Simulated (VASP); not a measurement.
# C (Fd-3m) in VASP: density of states with LDA

Aim: the density of states of C with LDA.

Program: VASP 6.6.1. These are calculated values, not measurements. Logs are shortened: lines on timing, memory, paths and dates and some standing lists are left out, and cuts for length are marked.

**1. The cell of the first run**

Symmetry: Fd-3m, No. 227, cubic system. Conventional cell: a = 3.532 Å, b = 3.532 Å, c = 3.532 Å, α = 90.00°, β = 90.00°, γ = 90.00°. Within 2.0 Å of C (site symmetry -43m) lie 4 C at 1.53 Å.

**2. Density of states, LDA**

POSCAR

```
C
1.0
    0.0000000000      1.7658694851      1.7658694851
    1.7658694851      0.0000000000      1.7658694851
    1.7658694851      1.7658694851      0.0000000000
C
2
Direct
   -0.1250000000     -0.1250000000     -0.1250000000
    0.1250000000      0.1250000000      0.1250000000
```

INCAR.step1

```
SYSTEM = C
  PREC = Accurate
  ENCUT = 520
  EDIFF = 1E-7
  ISMEAR = -1
  SIGMA = 0.08
  LREAL = .False.
  LASPH = .True.
  NELM = 100
  ALGO = Normal
  ISIF = 2
  LWAVE = .False.
  LCHARG = .True.
  GGA = CA
  NBANDS = 11
```

KPOINTS.step1

```
regular mesh
0
Gamma
  20 20 20
  0 0 0
```

INCAR.step2

```
SYSTEM = C
  PREC = Accurate
  ENCUT = 520
  EDIFF = 1E-7
  ISMEAR = -5
  SIGMA = 0.08
  LREAL = .False.
  LASPH = .True.
  NELM = 100
  ALGO = Normal
  ISIF = 2
  LWAVE = .False.
  LCHARG = .False.
  GGA = CA
  LORBIT = 11
  NEDOS = 2001
  ICHARG = 11
```

KPOINTS.step2

```
regular mesh
0
Gamma
  30 30 30
  0 0 0
```

Potentials or basis: VASP PAW LDA potentials, release 64 (C).

On the command line:

```bash
> cat potpaw_LDA.64/C/POTCAR > POTCAR
> cp INCAR.step1 INCAR
> cp KPOINTS.step1 KPOINTS
> mpirun -np 1 vasp_std > vasp.out
> cp INCAR.step2 INCAR
> cp KPOINTS.step2 KPOINTS
> mpirun -np 1 vasp_std > vasp.out
```

OUTCAR:

```text
SYSTEM = C
   PREC = Accurate
   ENCUT = 520
   EDIFF = 1E-7
   ISMEAR = -5
   LREAL = .False.
   LASPH = .True.
   NELM = 100
   ISIF = 2
   GGA = CA
   LORBIT = 11
   ICHARG = 11

 ion  position               nearest neighbor table
   1  0.875  0.875  0.875-   2 1.53   2 1.53   2 1.53   2 1.53
   2  0.125  0.125  0.125-   1 1.53   1 1.53   1 1.53   1 1.53

  LATTYP: Found a face centered cubic cell.
 ALAT       =     3.5317389702

  Lattice vectors:

 A1 = (   0.0000000000,   1.7658694851,   1.7658694851)
 A2 = (   1.7658694851,   0.0000000000,   1.7658694851)
 A3 = (   1.7658694851,   1.7658694851,   0.0000000000)

Analysis of symmetry for initial positions (statically):
=====================================================================
 Subroutine PRICEL returns:
 Original cell was already a primitive cell.

 Routine SETGRP: Setting up the symmetry group for a
 face centered cubic supercell.

 Subroutine GETGRP returns: Found 48 space group operations
 (whereof 12 operations were pure point group operations)
 out of a pool of 48 trial point group operations.

The static configuration has the point symmetry D_3d.
 The point group associated with its full space group is O_h .

Analysis of symmetry for dynamics (positions and initial velocities):
=====================================================================
 Subroutine PRICEL returns:
 Original cell was already a primitive cell.

 Routine SETGRP: Setting up the symmetry group for a
 face centered cubic supercell.

 Subroutine GETGRP returns: Found 48 space group operations
 (whereof 12 operations were pure point group operations)
 out of a pool of 48 trial point group operations.

The dynamic configuration has the point symmetry D_3d.
 The point group associated with its full space group is O_h .

 Subroutine INISYM returns: Found 48 space group operations
 (whereof 12 operations are pure point group operations),
 and found     1 'primitive' translations

----------------------------------------------------------------------------------------

                                     Primitive cell

  volume of cell :      11.0130

  direct lattice vectors                    reciprocal lattice vectors
     0.000000000  1.765869485  1.765869485    -0.283146634  0.283146634  0.283146634
     1.765869485  0.000000000  1.765869485     0.283146634 -0.283146634  0.283146634
     1.765869485  1.765869485  0.000000000     0.283146634  0.283146634 -0.283146634

  length of vectors
     2.497316575  2.497316575  2.497316575     0.490424355  0.490424355  0.490424355

  position of ions in fractional coordinates (direct lattice)
     0.875000000  0.875000000  0.875000000
     0.125000000  0.125000000  0.125000000

  ion indices of the primitive-cell ions
   primitive index   ion index
                 1           1
                 2           2

----------------------------------------------------------------------------------------

 KPOINTS: regular mesh

Automatic generation of k-mesh.
 Grid dimensions read from file:
 generate k-points for:   30   30   30

 Generating k-lattice:

  Cartesian coordinates                     Fractional coordinates (reciprocal lattice)
    -0.009438221  0.009438221  0.009438221     0.033333333  0.000000000  0.000000000
     0.009438221 -0.009438221  0.009438221     0.000000000  0.033333333  0.000000000
     0.009438221  0.009438221 -0.009438221     0.000000000  0.000000000  0.033333333

  Length of vectors
     0.016347479  0.016347479  0.016347479

  Shift w.r.t. Gamma in fractional coordinates (k-lattice)
     0.000000000  0.000000000  0.000000000

 TETIRR: Found   3593 inequivalent tetrahedra from   162000

 Subroutine IBZKPT returns following result:
 ===========================================

 Found    752 irreducible k-points:

 Following reciprocal coordinates:
            Coordinates               Weight
  0.000000  0.000000  0.000000      1.000000
  0.033333  0.000000  0.000000      8.000000
  0.066667  0.000000  0.000000      8.000000
  0.100000  0.000000  0.000000      8.000000
  0.133333  0.000000  0.000000      8.000000
  0.166667  0.000000  0.000000      8.000000
[... 16 lines left out ...]
  0.233333  0.033333  0.000000     24.000000
  0.266667  0.033333  0.000000     24.000000
 [... further k-points ...]
   k-points           NKPTS =    752   k-points in BZ     NKDIM =    752   number of bands    NBANDS=      8
   number of dos      NEDOS =   2001   number of ions     NIONS =      2
   total plane-waves  NPLWV =   8000
   dimension x,y,z NGX =    20 NGY =   20 NGZ =   20
   dimension x,y,z NGXF=    40 NGYF=   40 NGZF=   40
   ions per type =               2
   NGX,Y,Z   is equivalent  to a cutoff of  13.31, 13.31, 13.31 a.u.
   NGXF,Y,Z  is equivalent  to a cutoff of  26.63, 26.63, 26.63 a.u.
 SYSTEM =  C
   PREC   = accura    normal or accurate (medium, high low for compatibility)
   ISTART =      0    job   : 0-new  1-cont  2-samecut
   ICHARG =     11    charge: 1-file 2-atom 10-const
   ISPIN  =      1    spin polarized calculation?
   LNONCOLLINEAR =      F non collinear calculations
   LSORBIT =      F    spin-orbit coupling
   LASPH  =      T    aspherical Exc in radial PAW
   ENCUT  =  520.0 eV  38.22 Ry    6.18 a.u.   4.64  4.64  4.64*2*pi/ulx,y,z
   NELM   =    100;   NELMIN=  2; NELMDL=  0     # of ELM steps
   EDIFF  = 0.1E-06   stopping-criterion for ELM
   LREAL  =      F    real-space projection
   EDIFFG = 0.1E-05   stopping-criterion for IOM
   NSW    =      0    number of steps for IOM
   IBRION =     -1    ionic relax: 0-MD 1-quasi-New 2-CG
   NFREE  =      0    steps in history (QN), initial steepest desc. (CG)
   ISIF   =      2    stress and relaxation
   ISYM   =      2    0-nonsym 1-usesym 2-fastsym
   POTIM  = 0.5000    time-step for ionic-motion
   TEBEG  =    0.0;   TEEND  =   0.0 temperature during run
   PSTRESS=    0.0 pullay stress
   NELECT =       8.0000    total number of electrons
   NUPDOWN=      -1.0000    fix difference up-down
   EMIN   =  10.00;   EMAX   =-10.00  energy-range for DOS
   EFERMI =   0.00;   METHOD = LEGACY
   ISMEAR =    -5;   SIGMA  =   0.08  broadening in eV -4-tet -1-fermi 0-gaus
   EFERMI_NEDOS =   21; number of points for ismear=-14 and -15
   IALGO  =     38    algorithm
   IMIX   =      4    mixing-type and parameters
     AMIX     =   0.40;   BMIX     =  1.00
     AMIX_MAG =   1.60;   BMIX_MAG =  1.00
  volume/ion in A,a.u.               =       5.51        37.16
  Fermi-wavevector in a.u.,A,eV,Ry     =   1.471644  2.781005 29.466646  2.165737
  Thomas-Fermi vector in A             =   2.586755
   LORBIT       =     11    0 simple, 1 ext, 2 COOP (PROOUT), +10 PAW based schemes
   GGA     = CA    functional components
   LHFCALC =     F    Hartree Fock is set to
   AEXX    =    0.0000 exact exchange contribution
   IVDW    =     0    specifies the selected vdW correction
   LEPSILON=     F    determine dielectric tensor
   LRPA    =     F    only Hartree local field effects (RPA)
 non-spin polarized calculation
 Fermi weights with tetrahedron method with Bloechl corrections
  energy-cutoff  :      520.00
  volume of cell :       11.01
 maximum number of plane-waves:       310

 number of electron       7.9999998 magnetization

 Free energy of the ion-electron system (eV)
  ---------------------------------------------------
  ext. energy  EPLUGINS =         0.00000000
  ---------------------------------------------------
  free energy    TOTEN  =       -20.24522385 eV

  energy without entropy =      -20.24522385  energy(sigma->0) =      -20.24522385

 E-fermi :  10.1684     XC(G=0): -13.6433

 val. band max:       10.1614484400   @ k =   0.0000   0.0000   0.0000
 cond. band min:      14.3295600428   @ k =   0.3667   0.3667   0.0000
 fundamental gap:      4.1681116028
 Fermi energy:        10.1683627957

 k-point     1 :       0.0000    0.0000    0.0000
  band No.  band energies     occupation
      1     -11.5555      2.00000
      2      10.1614      2.00000
      3      10.1614      2.00000
      4      10.1614      2.00000
      5      15.7874      0.00000
      6      15.7874      0.00000
      7      15.7874      0.00000
      8      24.4000      0.00000

 k-point     2 :       0.0333    0.0000    0.0000
  band No.  band energies     occupation
      1     -11.5240      2.00000
      2       9.9355      2.00000
      3      10.1035      2.00000
      4      10.1035      2.00000
      5      15.8629      0.00000
      6      15.8629      0.00000
      7      15.9345      0.00000
      8      24.4178      0.00000

 k-point     3 :       0.0667    0.0000    0.0000
  band No.  band energies     occupation
      1     -11.4299      2.00000
      2       9.3266      2.00000
      3       9.9411      2.00000
      4       9.9411      2.00000
      5      16.0753      0.00000
      6      16.0753      0.00000
      7      16.3081      0.00000
      8      24.4700      0.00000

 k-point     4 :       0.1000    0.0000    0.0000
  band No.  band energies     occupation
      1     -11.2732      2.00000
      2       8.4652      2.00000
      3       9.7015      2.00000
      4       9.7015      2.00000
      5      16.3901      0.00000
      6      16.3901      0.00000
      7      16.7859      0.00000
      8      24.5556      0.00000

 k-point     5 :       0.1333    0.0000    0.0000
  band No.  band energies     occupation
      1     -11.0543      2.00000
      2       7.4546      2.00000
      3       9.4157      2.00000
      4       9.4157      2.00000
      5      16.7657      0.00000
      6      16.7657      0.00000
      7      17.2773      0.00000
      8      24.6717      0.00000
[... 177 lines left out ...]
 k-point    22 :       0.2000    0.0333    0.0000
  band No.  band energies     occupation
      1     -10.5245      2.00000
      2       5.6090      2.00000
      3       8.5607      2.00000
      4       9.0723      2.00000
      5      17.0422      0.00000
      6      17.8326      0.00000
      7      18.1304      0.00000
      8      24.8344      0.00000

 k-point    23 :       0.2333    0.0333    0.0000
  band No.  band energies     occupation
      1     -10.1421      2.00000
      2       4.4613      2.00000
      3       8.2712      2.00000
      4       8.7684      2.00000
      5      17.4087      0.00000
      6      18.1788      0.00000
      7      18.4878      0.00000
      8      24.9773      0.00000

 k-point    24 :       0.2667    0.0333    0.0000
  band No.  band energies     occupation
      1      -9.7000      2.00000
      2       3.3084      2.00000
      3       8.0095      2.00000
      4       8.4733      2.00000
      5      17.7318      0.00000
      6      18.4580      0.00000
      7      18.7869      0.00000
      8      25.1310      0.00000

 [... further k-points ...]
[... 5 lines left out ...]
  --------------------------------------------------------------------------------------
  -------------------------------------------------------------------------------------
  Total        0.1115202      0.1115202      0.1115202      0.0000000     -0.0000000      0.0000000
  in kB       16.2240207     16.2240207     16.2240207      0.0000000     -0.0000000      0.0000000
  external PRESSURE =      16.2240207 kB  Pullay stress =       0.0000000 kB

 VOLUME and BASIS-vectors are now :
 -----------------------------------------------------------------------------
  energy-cutoff  :      520.00
  volume of cell :       11.01
      direct lattice vectors                 reciprocal lattice vectors
     0.000000000  1.765869485  1.765869485    -0.283146634  0.283146634  0.283146634
     1.765869485  0.000000000  1.765869485     0.283146634 -0.283146634  0.283146634
     1.765869485  1.765869485  0.000000000     0.283146634  0.283146634 -0.283146634

 POSITION                                       TOTAL-FORCE (eV/Angst)
 -----------------------------------------------------------------------------------
      3.09027      3.09027      3.09027         0.000000      0.000000      0.000000
      0.44147      0.44147      0.44147        -0.000000     -0.000000     -0.000000
 -----------------------------------------------------------------------------------
    total drift:                                0.000000      0.000000     -0.000000

  FREE ENERGIE OF THE ION-ELECTRON SYSTEM (eV)
  ---------------------------------------------------
  free  energy   TOTEN  =       -20.2452238452 eV

  energy  without entropy=      -20.2452238452  energy(sigma->0) =      -20.24522385

 total charge

# of ion       s       p       d       tot
------------------------------------------
    1        0.824   1.784   0.000   2.608
    2        0.824   1.784   0.000   2.608
--------------------------------------------------
tot          1.648   3.569   0.000   5.216
```

Wall time 28 s (1 thread of Intel Xeon 6975P-C (Granite Rapids), shared host); peak memory 0.16 GiB.

Results:

- Valence electrons inside the program's atomic spheres: C 2.61

Levels at points of the mesh, in eV from the valence-band top:
```tsv
k point	band 1	band 2	band 3	band 4	band 5	band 6	band 7	band 8
(0.00, 0.00, 0.00)	-21.72	0.00	0.00	0.00	5.63	5.63	5.63	14.24
(0.50, 0.00, 0.00)	-15.70	-13.69	-2.87	-2.87	8.51	8.51	9.42	15.67
(0.50, 0.50, 0.00)	-12.82	-12.82	-6.47	-6.47	4.77	4.77	17.08	17.08
```
